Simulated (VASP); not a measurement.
# I: relaxation of cell and atoms with r2SCAN

Crystal: I.

```
I
1.0
     0.00000    2.37317    3.00833
     1.76958    0.00000    3.00833
     1.76958    2.37317    0.00000
I
1
Direct
  0.00000 0.00000 0.00000
```

| Property | Result |
| --- | --- |
| Program | VASP 6.6.1 |
| Task | relaxation of cell and atoms |
| Functional | r2SCAN |
| Potentials or basis | VASP PAW PBE potentials, release 64 (I) |
| Cutoff | 600 eV |
| k mesh | 8 × 8 × 8 |
| Occupations | gaussian, width 0.1 eV |
| Spin | no spin polarisation |
| Target pressure | 25.1 GPa |
| Dipole correction | no |
| Further INCAR settings | ALGO = Normal; EDIFF = 1e-06; IBRION = 2; EDIFFG = -0.05; NSW = 80; ISIF = 3 |

```
Relaxed volume                                         : 25.22 Å³/atom
Relaxed cell                                           : a = 3.760 Å, b = 3.479 Å, c = 2.962 Å, α = 70.91°, β = 60.98°, γ = 48.11°
Space group after relaxing (to 0.05 Å)                 : Fmmm (No. 69)
Energy change on relaxing (the enthalpy is what falls) : -1.6 meV/atom
Ionic steps                                            : 8
Pressure after relaxing                                : 25.0 GPa
```

Stress tensor (GPa, compression positive):
```
24.94  0.00  0.00
 0.00 24.93  0.00
 0.00  0.00 25.12
```

Step by step:
| step | energy change (eV) | largest force (eV/Å) | pressure (GPa) | volume (Å³) |
| --- | --- | --- | --- | --- |
| 1 | 0.0000 | 0.0000 | 25.05 | 25.27 |
| 2 | 0.0007 | 0.0000 | 24.81 | 25.24 |
| 3 | 0.0100 | 0.0000 | 24.51 | 25.17 |
| 4 | 0.0042 | 0.0000 | 24.62 | 25.20 |
| 5 | 0.0167 | 0.0000 | 25.11 | 25.11 |
| 6 | 0.0313 | 0.0000 | 25.67 | 25.02 |
| 7 | 0.0153 | 0.0000 | 25.34 | 25.11 |
| 8 | -0.0016 | 0.0000 | 25.00 | 25.22 |

Final structure:
```
I
1.0
     0.00000    2.32434    2.95505
     1.83573    0.00000    2.95505
     1.83573    2.32434    0.00000
I
1
Direct
  0.00000 0.00000 0.00000
```

Levels at points of the mesh, in eV from the Fermi level:
| k point | band 1 | band 2 | band 3 | band 4 | band 5 | band 6 | band 7 |
| --- | --- | --- | --- | --- | --- | --- | --- |
| (0.00, 0.00, 0.00) | -17.39 | -0.69 | 1.77 | 2.76 | 6.81 | 8.56 | 11.51 |
| (0.50, 0.00, 0.00) | -14.00 | -8.25 | -2.34 | 1.97 | 4.35 | 8.10 | 14.28 |
| (0.50, 0.50, 0.00) | -15.61 | -7.82 | 0.18 | 1.64 | 6.61 | 7.47 | 16.51 |
| (0.50, 0.00, 0.50) | -12.31 | -7.93 | -3.50 | 0.11 | 3.88 | 6.38 | 11.94 |
| (0.00, 0.50, 0.50) | -11.24 | -6.31 | -5.10 | -3.06 | 2.51 | 3.11 | 15.34 |

Run time: 6.3 min on 1 thread of Intel(R) Xeon(R) Platinum 8259CL CPU @ 2.50GHz (Skylake/Cascade Lake), with other jobs on the host, peak memory 0.18 GiB.

Caveat: the cell is relaxed towards a set pressure, so the enthalpy falls and the energy may rise; the PAW data sets were made with another functional, which shifts forces and pressure a little; spin-orbit coupling is left out, which moves the levels of the heavy elements; an odd number of electrons without spin polarisation forces a metal; a magnetic or distorted state may lie lower.
